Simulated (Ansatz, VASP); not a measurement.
## AlN in VASP and in Ansatz

INCAR

```
SYSTEM = AlN
  ALGO = Normal
  EDIFF = 1E-6
  ENCUT = 520
  GGA = PE
  ISIF = 2
  ISMEAR = 0
  LASPH = .True.
  LCHARG = .False.
  LREAL = .False.
  LWAVE = .False.
  NBANDS = 16
  NELM = 60
  PREC = Accurate
  SIGMA = 0.05
```

File KPOINTS:

```
k-points
0
Gamma
  12 12 8
  0 0 0
```

The input POSCAR:

```
AlN
1.0
    3.3121157418      0.0000000000      0.0000000000
   -1.6560578709      2.8683763727      0.0000000000
    0.0000000000      0.0000000000      4.1875630000
Al N
2 2
Direct
    0.3333333300      0.6666666700      0.7500000000
    0.6666666700      0.3333333300      0.2858203566
    0.3333333300      0.6666666700      0.2500000000
    0.6666666700      0.3333333300      0.7500000000
```

Input for Ansatz:

```yaml
crystal:
  lattice:
    - [3.3121157418, 0.0, 0.0]
    - [-1.6560578709, 2.8683763727, 0.0]
    - [0.0, 0.0, 4.187563]
  atoms:
    - { symbol: Al, position: [0.33333333, 0.66666667, 0.75] }
    - { symbol: Al, position: [0.66666667, 0.33333333, 0.2858203566] }
    - { symbol: "N", position: [0.33333333, 0.66666667, 0.25] }
    - { symbol: "N", position: [0.66666667, 0.33333333, 0.75] }
basis:
  ecutwfc: 500
  fft_grid_basis: typed
kpoints:
  mp_grid: { grid: [12, 12, 8] }
hamiltonian:
  xc: pbe
  pseudopotentials: { kind: paw }
scf:
  occupations: { method: gaussian, width: 0.05 }
output:
  forces: true
  stress: true
  eigenvalues: true
  bader: true
  write_density: true
  volumetric_format: npy
```

Alike in both runs: task single point; functional PBE; k mesh 12 × 12 × 8; occupations gaussian, width 0.05 eV; no spin polarisation.

```csv
,VASP,Ansatz
version,VASP 6.6.1,Ansatz 0.2.0
potentials or method,"VASP PAW PBE potentials, release 64 (Al, N), cutoff 520 eV","scalar-relativistic, plane waves, PAW"
valence electrons in the cell,16,16
```

|  | VASP | Ansatz | Ansatz less VASP |
| --- | --- | --- | --- |
| gap on the k mesh at the Fermi level (eV) | 3.29 | 3.28 | -0.008 |
| pressure (GPa) | 1.4 | 1.7 | +0.30 |
| traceless stress, the component that is largest in VASP (GPa) | 2.89 | 2.75 | -0.139 |
| rms of the force components (eV/Å) | 0.509 | 0.508 | -0.0002 |

Atom by atom the forces differ by 0.000 eV/Å (rms over components).
